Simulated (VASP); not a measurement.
Wanted: the native input for a VASP 6.6.1 run.

```
Task                   : relaxation of cell and atoms
Functional             : PBE
Potentials or basis    : VASP PAW PBE potentials, release 64 (C)
Cutoff                 : 600 eV
k mesh                 : 6 × 6 × 6
Occupations            : gaussian, width 0.1 eV
Spin                   : no spin polarisation
Dipole correction      : no
Further INCAR settings : ALGO = Normal; EDIFF = 1e-07; IBRION = 2; EDIFFG = -0.04; NSW = 90; ISIF = 3
```

The structure of C lies in POSCAR:

```
C
1.0
    2.4557744500      1.4178420400      1.4558830600
   -2.4557744500      1.4178420400      1.4558830600
    0.0000000000     -2.8356840800      1.4558830600
C
5
Direct
    0.3295443800      0.3295443800      0.3295443800
    0.6704556200      0.6704556200      0.6704556200
    0.6121795600      0.3878204400      0.0000000000
    0.0000000000      0.6121795600      0.3878204400
    0.3878204400      0.0000000000      0.6121795600
```

These files were run (other wordings do the same):

INCAR

```
SYSTEM = C
  PREC = Accurate
  ENCUT = 600
  EDIFF = 1E-7
  ISMEAR = 0
  SIGMA = 0.1
  LREAL = .FALSE.
  LASPH = .TRUE.
  NELM = 80
  ALGO = Normal
  ISIF = 3
  LWAVE = .FALSE.
  LCHARG = .FALSE.
  GGA = PE
  IBRION = 2
  NSW = 90
  EDIFFG = -0.04
```

KPOINTS

```
regular mesh
0
G
  6 6 6
  0 0 0
```

Potentials or basis: VASP PAW PBE potentials, release 64 (C).

Command:

```sh
$ cat potpaw_PBE.64/C/POTCAR > POTCAR
$ mpirun -np 1 vasp_std > vasp.out
```

It gave:

- Relaxed volume: 6.87 Å³/atom
- Relaxed cell: a = 3.364 Å, b = 3.364 Å, c = 3.364 Å, α = 103.37°, β = 103.37°, γ = 103.37°
- Space group after relaxing (to 0.05 Å): R32 (No. 155)
- Energy gained by relaxing: 378.8 meV/atom
- Ionic steps: 16
- Pressure after relaxing: 0.0 GPa
- Band gap on the k mesh: 1.43 eV, indirect (least direct gap 2.01 eV)

It took 5.4 min on 1 thread of Intel Xeon 8259CL, on a shared host, peak memory 0.15 GiB.
